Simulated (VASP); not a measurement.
Wanted: the native input for a VASP 6.6.1 run.

```
Task                   : single point
Functional             : LDA
Potentials or basis    : VASP PAW LDA potentials, release 64 (Bi_d)
Cutoff                 : 520 eV
k mesh                 : 7 × 7 × 1
Occupations            : fermi-dirac, width 0.05 eV
Spin                   : no spin polarisation
Dipole correction      : no
Further INCAR settings : ALGO = Normal; EDIFF = 1e-07; NBANDS = 38
```

The structure of Bi lies in POSCAR:

```
Bi
1.0
    4.5390002997      0.0000000000      0.0000000000
   -2.2695001498      3.9308895674      0.0000000000
    0.0000000000      0.0000000000     32.7435000000
Bi
4
Direct
    0.6666666667      0.3333333334      0.2290530945
    0.3333333333      0.6666666666      0.4096843648
    0.6666666667      0.3333333334      0.5903156352
    0.3333333333      0.6666666666      0.7709469055
```

One way to write it, as run:

INCAR

```
PREC     = Accurate       # precision mode
ENCUT    = 520            # plane-wave cutoff, eV
EDIFF    = 1E-7           # SCF threshold, eV
ISMEAR   = -1             # smearing method
SIGMA    = 0.05           # smearing width, eV
LREAL    = False          # projectors in reciprocal space
LASPH    = True           # aspherical terms in the spheres
NELM     = 60             # most SCF steps
ALGO     = Normal         # electronic algorithm
ISIF     = 2              # what is computed and relaxed
LWAVE    = False          # write WAVECAR
LCHARG   = False          # write CHGCAR
NBANDS   = 38             # bands
```

KPOINTS

```
Automatic mesh
0
Gamma
  7 7 1
```

Potentials or basis: VASP PAW LDA potentials, release 64 (Bi_d).

Launch:

```console
$ cat potpaw_LDA.64/Bi_d/POTCAR > POTCAR
$ mpirun -np 1 vasp_std > vasp.out
```

Results of the run:

```json
{
  "Largest force": "0.050 eV/Å",
  "Band gap on the k mesh": "zero (band 30 reaches -0.97 eV, above the bottom of band 31 at -2.72 eV)"
}
```

Caveat: spin-orbit coupling is left out, which moves the levels of the heavy elements.

Run time: 4.5 min on 1 thread of Intel(R) Xeon(R) Platinum 8259CL CPU @ 2.50GHz (Skylake/Cascade Lake), with other jobs on the host, peak memory 0.51 GiB.
